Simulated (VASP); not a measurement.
# Sn (Fd-3m) in VASP: further runs

The runs below take Sn through relaxation of cell and atoms, with PBE, PBEsol.

Everything below comes from runs of VASP 6.6.1. Logs are shortened: lines on timing, memory, paths and dates and some standing lists are left out, and cuts for length are marked.

**1. The cell of the first run**

It takes space group Fd-3m (No. 227, cubic). Conventional cell: a = 6.420 Å, b = 6.420 Å, c = 6.420 Å, α = 90.00°, β = 90.00°, γ = 90.00°. Within 3.7 Å of Sn (site symmetry -43m) lie 4 Sn at 2.78 Å.

**2. Relaxation of cell and atoms, PBE**

Contents of INCAR:

```
SYSTEM = Sn
ALGO = Normal ; EDIFF = 1E-6
EDIFFG = -0.005 ; ENCUT = 600
GGA = PE ; IBRION = 2
ISIF = 3 ; ISMEAR = -1
LASPH = .TRUE. ; LCHARG = .FALSE.
LREAL = .FALSE. ; LWAVE = .FALSE.
NELM = 60 ; NSW = 80
PREC = Accurate ; SIGMA = 0.02
```

Contents of KPOINTS:

```
k-points
0
G
  6 6 6
  0 0 0
```

Contents of POSCAR:

```
Sn
1.0
    0.0000000000      3.2100674967      3.2100674967
    3.2100674967      0.0000000000      3.2100674967
    3.2100674967      3.2100674967      0.0000000000
Sn
2
Direct
    0.0000000000      0.0000000000      0.0000000000
    0.2500000000      0.2500000000      0.2500000000
```

Potentials or basis: VASP PAW PBE potentials, release 64 (Sn_d).

Run with:

```console
$ cat potpaw_PBE.64/Sn_d/POTCAR > POTCAR
$ mpirun -np 1 vasp_std > vasp.out
```

OUTCAR:

```text
SYSTEM = Sn
   EDIFF = 1E-6
   EDIFFG = -0.005
   ENCUT = 600
   GGA = PE
   IBRION = 2
   ISIF = 3
   ISMEAR = -1
   LASPH = .TRUE.
   LREAL = .FALSE.
   NELM = 60
   NSW = 80
   PREC = Accurate

 ion  position               nearest neighbor table
   1  0.000  0.000  0.000-   2 2.78   2 2.78   2 2.78   2 2.78
   2  0.250  0.250  0.250-   1 2.78   1 2.78   1 2.78   1 2.78

  LATTYP: Found a face centered cubic cell.
 ALAT       =     6.4201349934

  Lattice vectors:

 A1 = (   0.0000000000,   3.2100674967,   3.2100674967)
 A2 = (   3.2100674967,   0.0000000000,   3.2100674967)
 A3 = (   3.2100674967,   3.2100674967,   0.0000000000)

Analysis of symmetry for initial positions (statically):
=====================================================================
 Subroutine PRICEL returns:
 Original cell was already a primitive cell.

 Routine SETGRP: Setting up the symmetry group for a
 face centered cubic supercell.

 Subroutine GETGRP returns: Found 48 space group operations
 (whereof 24 operations were pure point group operations)
 out of a pool of 48 trial point group operations.

The static configuration has the point symmetry T_d .
 The point group associated with its full space group is O_h .

Analysis of symmetry for dynamics (positions and initial velocities):
=====================================================================
 Subroutine PRICEL returns:
 Original cell was already a primitive cell.

 Routine SETGRP: Setting up the symmetry group for a
 face centered cubic supercell.

 Subroutine GETGRP returns: Found 48 space group operations
 (whereof 24 operations were pure point group operations)
 out of a pool of 48 trial point group operations.

The dynamic configuration has the point symmetry T_d .
 The point group associated with its full space group is O_h .

 Subroutine INISYM returns: Found 48 space group operations
 (whereof 24 operations are pure point group operations),
 and found     1 'primitive' translations

----------------------------------------------------------------------------------------

                                     Primitive cell

  volume of cell :      66.1565

  direct lattice vectors                    reciprocal lattice vectors
     0.000000000  3.210067497  3.210067497    -0.155759965  0.155759965  0.155759965
     3.210067497  0.000000000  3.210067497     0.155759965 -0.155759965  0.155759965
     3.210067497  3.210067497  0.000000000     0.155759965  0.155759965 -0.155759965

  length of vectors
     4.539720990  4.539720990  4.539720990     0.269784173  0.269784173  0.269784173

  position of ions in fractional coordinates (direct lattice)
     0.000000000  0.000000000  0.000000000
     0.250000000  0.250000000  0.250000000

  ion indices of the primitive-cell ions
   primitive index   ion index
                 1           1
                 2           2

----------------------------------------------------------------------------------------

 KPOINTS: k-points

Automatic generation of k-mesh.
 Grid dimensions read from file:
 generate k-points for:    6    6    6

 Generating k-lattice:

  Cartesian coordinates                     Fractional coordinates (reciprocal lattice)
    -0.025959994  0.025959994  0.025959994     0.166666667  0.000000000  0.000000000
     0.025959994 -0.025959994  0.025959994     0.000000000  0.166666667  0.000000000
     0.025959994  0.025959994 -0.025959994     0.000000000  0.000000000  0.166666667

  Length of vectors
     0.044964029  0.044964029  0.044964029

  Shift w.r.t. Gamma in fractional coordinates (k-lattice)
     0.000000000  0.000000000  0.000000000

 Subroutine IBZKPT returns following result:
 ===========================================

 Found     16 irreducible k-points:

 Following reciprocal coordinates:
            Coordinates               Weight
  0.000000  0.000000  0.000000      1.000000
  0.166667  0.000000  0.000000      8.000000
  0.333333  0.000000  0.000000      8.000000
  0.500000  0.000000  0.000000      4.000000
  0.166667  0.166667  0.000000      6.000000
  0.333333  0.166667  0.000000     24.000000
[... 8 lines left out ...]
 -0.333333  0.333333  0.166667     24.000000
 -0.333333  0.500000  0.166667     12.000000
   k-points           NKPTS =     16   k-points in BZ     NKDIM =     16   number of bands    NBANDS=     18
   number of dos      NEDOS =    301   number of ions     NIONS =      2
   total plane-waves  NPLWV =  46656
   dimension x,y,z NGX =    36 NGY =   36 NGZ =   36
   dimension x,y,z NGXF=    72 NGYF=   72 NGZF=   72
   ions per type =               2
   NGX,Y,Z   is equivalent  to a cutoff of  13.18, 13.18, 13.18 a.u.
   NGXF,Y,Z  is equivalent  to a cutoff of  26.37, 26.37, 26.37 a.u.
 SYSTEM =  Sn
   PREC   = accura    normal or accurate (medium, high low for compatibility)
   ISTART =      0    job   : 0-new  1-cont  2-samecut
   ICHARG =      2    charge: 1-file 2-atom 10-const
   ISPIN  =      1    spin polarized calculation?
   LNONCOLLINEAR =      F non collinear calculations
   LSORBIT =      F    spin-orbit coupling
   LASPH  =      T    aspherical Exc in radial PAW
   ENCUT  =  600.0 eV  44.10 Ry    6.64 a.u.   9.07  9.07  9.07*2*pi/ulx,y,z
   NELM   =     60;   NELMIN=  2; NELMDL= -5     # of ELM steps
   EDIFF  = 0.1E-05   stopping-criterion for ELM
   LREAL  =      F    real-space projection
   EDIFFG = -.5E-02   stopping-criterion for IOM
   NSW    =     80    number of steps for IOM
   IBRION =      2    ionic relax: 0-MD 1-quasi-New 2-CG
   NFREE  =      1    steps in history (QN), initial steepest desc. (CG)
   ISIF   =      3    stress and relaxation
   ISYM   =      2    0-nonsym 1-usesym 2-fastsym
   POTIM  = 0.5000    time-step for ionic-motion
   TEBEG  =    0.0;   TEEND  =   0.0 temperature during run
   PSTRESS=    0.0 pullay stress
   NELECT =      28.0000    total number of electrons
   NUPDOWN=      -1.0000    fix difference up-down
   EMIN   =  10.00;   EMAX   =-10.00  energy-range for DOS
   EFERMI =   0.00;   METHOD = LEGACY
   ISMEAR =    -1;   SIGMA  =   0.02  broadening in eV -4-tet -1-fermi 0-gaus
   EFERMI_NEDOS =   21; number of points for ismear=-14 and -15
   IALGO  =     38    algorithm
   IMIX   =      4    mixing-type and parameters
     AMIX     =   0.40;   BMIX     =  1.00
     AMIX_MAG =   1.60;   BMIX_MAG =  1.00
  volume/ion in A,a.u.               =      33.08       223.22
  Fermi-wavevector in a.u.,A,eV,Ry     =   1.229146  2.322748 20.555668  1.510799
  Thomas-Fermi vector in A             =   2.364044
   LORBIT       =      0    0 simple, 1 ext, 2 COOP (PROOUT), +10 PAW based schemes
   GGA     = PE    functional components
   LHFCALC =     F    Hartree Fock is set to
   AEXX    =    0.0000 exact exchange contribution
   IVDW    =     0    specifies the selected vdW correction
   LEPSILON=     F    determine dielectric tensor
   LRPA    =     F    only Hartree local field effects (RPA)
 conjugate gradient relaxation of ions
 non-spin polarized calculation
  energy-cutoff  :      600.00
  volume of cell :       66.16
 maximum number of plane-waves:      2229
   NGX = 19   NGY = 19   NGZ = 19

--------------------------------------- Ionic step        1  -------------------------------------------

 number of electron      28.0000012 magnetization

 Free energy of the ion-electron system (eV)
  ---------------------------------------------------
  ext. energy  EPLUGINS =         0.00000000
  ---------------------------------------------------
  free energy    TOTEN  =        -7.55168037 eV

  energy without entropy =       -7.55095853  energy(sigma->0) =       -7.55131945

 E-fermi :   6.0464     XC(G=0):  -9.0128

 val. band max:        5.6173646097   @ k =   0.1667   0.0000   0.0000
 cond. band min:       6.0548210911   @ k =   0.5000   0.0000   0.0000
 fundamental gap:      0.4374564814
 Fermi energy:         6.0464159132

 k-point     1 :       0.0000    0.0000    0.0000
  band No.  band energies     occupation
      1     -15.7526      2.00000
      2     -15.7526      2.00000
      3     -15.7526      2.00000
      4     -15.6886      2.00000
      5     -15.6886      2.00000
      6     -15.3520      2.00000
[... 10 lines left out ...]
     17       8.1575      0.00000
     18       8.1575      0.00000
[... 371 lines left out ...]
 POSITION                                       TOTAL-FORCE (eV/Angst)
 -----------------------------------------------------------------------------------
      3.37276     -0.00000      3.37276        -0.000000     -0.000000      0.000000
      1.68638      1.68638      1.68638         0.000000      0.000000     -0.000000
 -----------------------------------------------------------------------------------
    total drift:                                0.000000      0.000000      0.000000

  FREE ENERGIE OF THE ION-ELECTRON SYSTEM (eV)
  ---------------------------------------------------
  free  energy   TOTEN  =        -7.6459673911 eV

  energy  without entropy=       -7.6452041954  energy(sigma->0) =       -7.64558579

--------------------------------------- Ionic step        3  -------------------------------------------

 number of electron      28.0000007 magnetization

 Free energy of the ion-electron system (eV)
  ---------------------------------------------------
  ext. energy  EPLUGINS =         0.00000000
  ---------------------------------------------------
  free energy    TOTEN  =        -7.65928408 eV

  energy without entropy =       -7.65876044  energy(sigma->0) =       -7.65902226

 E-fermi :   4.7434     XC(G=0):  -8.5450

 val. band max:        4.7434010833   @ k =   0.5000   0.0000   0.0000
 cond. band min:       4.9091687188   @ k =   0.3333   0.0000   0.0000
 fundamental gap:      0.1657676355
 Fermi energy:         4.7434373436

 k-point     1 :       0.0000    0.0000    0.0000
  band No.  band energies     occupation
      1     -16.6632      2.00000
      2     -16.6632      2.00000
      3     -16.6632      2.00000
      4     -16.6136      2.00000
      5     -16.6136      2.00000
      6     -16.3606      2.00000
[... 10 lines left out ...]
     17       7.0317      0.00000
     18       7.0317      0.00000
[... 335 lines left out ...]
 POSITION                                       TOTAL-FORCE (eV/Angst)
 -----------------------------------------------------------------------------------
      0.00000      0.00000      0.00000         0.000000      0.000000      0.000000
      1.66342      1.66342      1.66342        -0.000000     -0.000000     -0.000000
 -----------------------------------------------------------------------------------
    total drift:                                0.000000      0.000000      0.000000

  FREE ENERGIE OF THE ION-ELECTRON SYSTEM (eV)
  ---------------------------------------------------
  free  energy   TOTEN  =        -7.6592840838 eV

  energy  without entropy=       -7.6587604398  energy(sigma->0) =       -7.65902226

 reached required accuracy - stopping structural energy minimisation
```

Wall time 42 s (1 thread of Intel Xeon Platinum 8259CL at 2.50GHz (Skylake/Cascade Lake), shared host); peak memory 0.21 GiB.

Results:

```yaml
Free_energy: -7.6593 eV
Relaxed_volume: 36.82 Å³/atom
Relaxed_cell: a = 4.705 Å, b = 4.705 Å, c = 4.705 Å, α = 60.00°, β = 60.00°, γ = 60.00°
Space_group_after_relaxing_to_0.05_Å: Fd-3m (No. 227)
Energy_gained_by_relaxing: 53.8 meV/atom
Ionic_steps: 3
Pressure_after_relaxing: 0.0 GPa
Band_gap_on_the_k_mesh: zero (band 14 reaches 4.97 eV, above the bottom of band 15 at 4.74 eV)
```

Step by step:
| step | energy change (eV) | largest force (eV/Å) | pressure (GPa) | volume (Å³) |
| --- | --- | --- | --- | --- |
| 1 | 0.0000 | 0.0000 | 5.09 | 66.16 |
| 2 | -0.0943 | 0.0000 | -1.33 | 76.73 |
| 3 | -0.1076 | 0.0000 | -0.01 | 73.64 |

Final structure:
```cif
data_structure
_symmetry_space_group_name_H-M 'P 1'
_symmetry_Int_Tables_number 1
_cell_length_a 4.7049
_cell_length_b 4.7049
_cell_length_c 4.7049
_cell_angle_alpha 60.000
_cell_angle_beta 60.000
_cell_angle_gamma 60.000
_cell_volume 73.64
loop_
_atom_site_label
_atom_site_type_symbol
_atom_site_fract_x
_atom_site_fract_y
_atom_site_fract_z
_atom_site_occupancy
Sn1 Sn 0.00000 0.00000 0.00000 1
Sn2 Sn 0.25000 0.25000 0.25000 1
```

Caveat: spin-orbit coupling is left out, which moves the levels of the heavy elements.

**3. Relaxation of cell and atoms, PBEsol**

This run uses another cell than the first one, of 36.90 Å³/atom, 1.115 times its volume.

Contents of INCAR:

```
SYSTEM = Sn
PREC = Accurate
ENCUT = 600
EDIFF = 1E-6
ISMEAR = -1
SIGMA = 0.02
LREAL = .FALSE.
LASPH = .TRUE.
NELM = 60
ALGO = Normal
ISIF = 3
LWAVE = .FALSE.
LCHARG = .FALSE.
GGA = PS
IBRION = 2
NSW = 80
EDIFFG = -0.005
```

Contents of KPOINTS:

```
Automatic mesh
0
G
  6 6 6
  0 0 0
```

Contents of POSCAR:

```
Sn
1.0
    0.0000000000      3.3291268295      3.3291268295
    3.3291268295      0.0000000000      3.3291268295
    3.3291268295      3.3291268295      0.0000000000
Sn
2
Direct
    0.0000000000      0.0000000000      0.0000000000
    0.2500000000      0.2500000000      0.2500000000
```

Potentials or basis: VASP PAW PBE potentials, release 64 (Sn_d).

Run with:

```console
$ cat potpaw_PBE.64/Sn_d/POTCAR > POTCAR
$ mpirun -np 1 vasp_std > vasp.out
```

OUTCAR:

```text
SYSTEM = Sn
   PREC = Accurate
   ENCUT = 600
   EDIFF = 1E-6
   ISMEAR = -1
   LREAL = .FALSE.
   LASPH = .TRUE.
   NELM = 60
   ISIF = 3
   GGA = PS
   IBRION = 2
   NSW = 80
   EDIFFG = -0.005

 ion  position               nearest neighbor table
   1  0.000  0.000  0.000-   2 2.88   2 2.88   2 2.88   2 2.88
   2  0.250  0.250  0.250-   1 2.88   1 2.88   1 2.88   1 2.88

  LATTYP: Found a face centered cubic cell.
 ALAT       =     6.6582536590

  Lattice vectors:

 A1 = (   0.0000000000,   3.3291268295,   3.3291268295)
 A2 = (   3.3291268295,   0.0000000000,   3.3291268295)
 A3 = (   3.3291268295,   3.3291268295,   0.0000000000)

Analysis of symmetry for initial positions (statically):
=====================================================================
 Subroutine PRICEL returns:
 Original cell was already a primitive cell.

 Routine SETGRP: Setting up the symmetry group for a
 face centered cubic supercell.

 Subroutine GETGRP returns: Found 48 space group operations
 (whereof 24 operations were pure point group operations)
 out of a pool of 48 trial point group operations.

The static configuration has the point symmetry T_d .
 The point group associated with its full space group is O_h .

Analysis of symmetry for dynamics (positions and initial velocities):
=====================================================================
 Subroutine PRICEL returns:
[... 135 lines left out ...]
  volume of cell :       73.79
 maximum number of plane-waves:      2488
 NGX is ok and might be reduce to    40
   NGX = 19   NGY = 19   NGZ = 19

--------------------------------------- Ionic step        1  -------------------------------------------

 number of electron      27.9999997 magnetization

 Free energy of the ion-electron system (eV)
  ---------------------------------------------------
  ext. energy  EPLUGINS =         0.00000000
  ---------------------------------------------------
  free energy    TOTEN  =        -8.40682327 eV

  energy without entropy =       -8.40622391  energy(sigma->0) =       -8.40652359

 E-fermi :   4.5166     XC(G=0):  -8.7273

 val. band max:        4.5152401639   @ k =   0.5000   0.0000   0.0000
 cond. band min:       4.6843676537   @ k =   0.3333   0.0000   0.0000
 fundamental gap:      0.1691274898
 Fermi energy:         4.5165998728

 k-point     1 :       0.0000    0.0000    0.0000
  band No.  band energies     occupation
      1     -16.7449      2.00000
      2     -16.7449      2.00000
      3     -16.7449      2.00000
      4     -16.6948      2.00000
      5     -16.6948      2.00000
      6     -16.4410      2.00000
[... 396 lines left out ...]
--------------------------------------- Ionic step        3  -------------------------------------------

 number of electron      28.0000002 magnetization

 Free energy of the ion-electron system (eV)
  ---------------------------------------------------
  ext. energy  EPLUGINS =         0.00000000
  ---------------------------------------------------
  free energy    TOTEN  =        -8.43141020 eV

  energy without entropy =       -8.43089355  energy(sigma->0) =       -8.43115188

 E-fermi :   5.1381     XC(G=0):  -8.9568

 val. band max:        4.9040617241   @ k =   0.1667   0.0000   0.0000
 cond. band min:       5.1380918396   @ k =   0.5000   0.0000   0.0000
 fundamental gap:      0.2340301155
 Fermi energy:         5.1380623648

 k-point     1 :       0.0000    0.0000    0.0000
  band No.  band energies     occupation
      1     -16.3035      2.00000
      2     -16.3035      2.00000
      3     -16.3035      2.00000
      4     -16.2466      2.00000
      5     -16.2466      2.00000
      6     -15.9538      2.00000
[... 354 lines left out ...]
  FREE ENERGIE OF THE ION-ELECTRON SYSTEM (eV)
  ---------------------------------------------------
  free  energy   TOTEN  =        -8.4314102020 eV

  energy  without entropy=       -8.4308935480  energy(sigma->0) =       -8.43115188

 reached required accuracy - stopping structural energy minimisation
```

OSZICAR:

```text
N       E                     dE             d eps       ncg     rms          rms(c)
DAV:   1     0.213140178645E+03    0.21314E+03   -0.16099E+04   576   0.234E+03
DAV:   2     0.120307671501E+02   -0.20111E+03   -0.19872E+03   576   0.469E+02
DAV:   3    -0.783312794543E+01   -0.19864E+02   -0.19758E+02   676   0.151E+02
[... 24 lines left out ...]
DAV:   3    -0.843196014411E+01    0.94961E-02   -0.29774E-02   746   0.288E+00    0.760E-02
DAV:   4    -0.843146104147E+01    0.49910E-03   -0.12953E-03   688   0.482E-01    0.210E-02
DAV:   5    -0.843141892337E+01    0.42118E-04   -0.59313E-05   734   0.102E-01    0.936E-03
DAV:   6    -0.843141081163E+01    0.81117E-05   -0.78864E-06   578   0.370E-02    0.269E-03
DAV:   7    -0.843141020199E+01    0.60964E-06   -0.47162E-07   338   0.857E-03
   3 F= -.84314102E+01 E0= -.84311519E+01  d E =-.245869E-01
```

CONTCAR:

```text
Sn
   1.00000000000000
     0.0000000000000000    3.2706550030243151    3.2706550030243151
     3.2706550030243151    0.0000000000000000    3.2706550030243151
     3.2706550030243151    3.2706550030243151    0.0000000000000000
  Sn
     2
Direct
     0.0000000000000000    0.0000000000000000    0.0000000000000000
     0.2500000000000000    0.2500000000000000    0.2500000000000000

  0.00000000E+00  0.00000000E+00  0.00000000E+00
  0.00000000E+00  0.00000000E+00  0.00000000E+00
```

It took 54 s on 1 thread of Intel Xeon Platinum 8259CL at 2.50GHz (Skylake/Cascade Lake), shared host; peak memory 0.25 GiB.

What came out:

| Quantity | Value |
| --- | --- |
| Free energy | -8.4314 eV |
| Relaxed volume | 34.99 Å³/atom |
| Relaxed cell | a = 4.625 Å, b = 4.625 Å, c = 4.625 Å, α = 60.00°, β = 60.00°, γ = 60.00° |
| Space group after relaxing (to 0.05 Å) | Fd-3m (No. 227) |
| Energy gained by relaxing | 12.3 meV/atom |
| Ionic steps | 3 |
| Pressure after relaxing | 0.0 GPa |
| Band gap on the k mesh | zero (band 14 reaches 5.33 eV, above the bottom of band 15 at 5.14 eV) |

Step by step:
| step | energy change (eV) | largest force (eV/Å) | pressure (GPa) | volume (Å³) |
| --- | --- | --- | --- | --- |
| 1 | 0.0000 | 0.0000 | -1.96 | 73.79 |
| 2 | -0.0230 | 0.0000 | 0.56 | 69.08 |
| 3 | -0.0246 | 0.0000 | 0.02 | 69.97 |

Final structure:
```yaml
crystal:
  lattice:
    - [0.00000, 3.27066, 3.27066]
    - [3.27066, 0.00000, 3.27066]
    - [3.27066, 3.27066, 0.00000]
  atoms:
    - { symbol: Sn, position: [0.00000, 0.00000, 0.00000] }
    - { symbol: Sn, position: [0.25000, 0.25000, 0.25000] }
```

Levels at points of the mesh, in eV from the Fermi level:
```tsv
k point	band 11	band 12	band 13	band 14	band 15	band 16	band 17	band 18
(0.00, 0.00, 0.00)	-10.36	-0.75	0.20	0.20	0.20	2.25	2.25	2.25
(0.50, 0.00, 0.00)	-8.78	-6.13	-0.98	-0.98	0.00	3.31	3.31	5.65
(0.50, 0.50, 0.00)	-7.34	-7.34	-2.29	-2.29	0.89	0.89	7.66	7.66
```

Caveat: the PAW data sets were made with another functional, which shifts forces and pressure a little; spin-orbit coupling is left out, which moves the levels of the heavy elements.
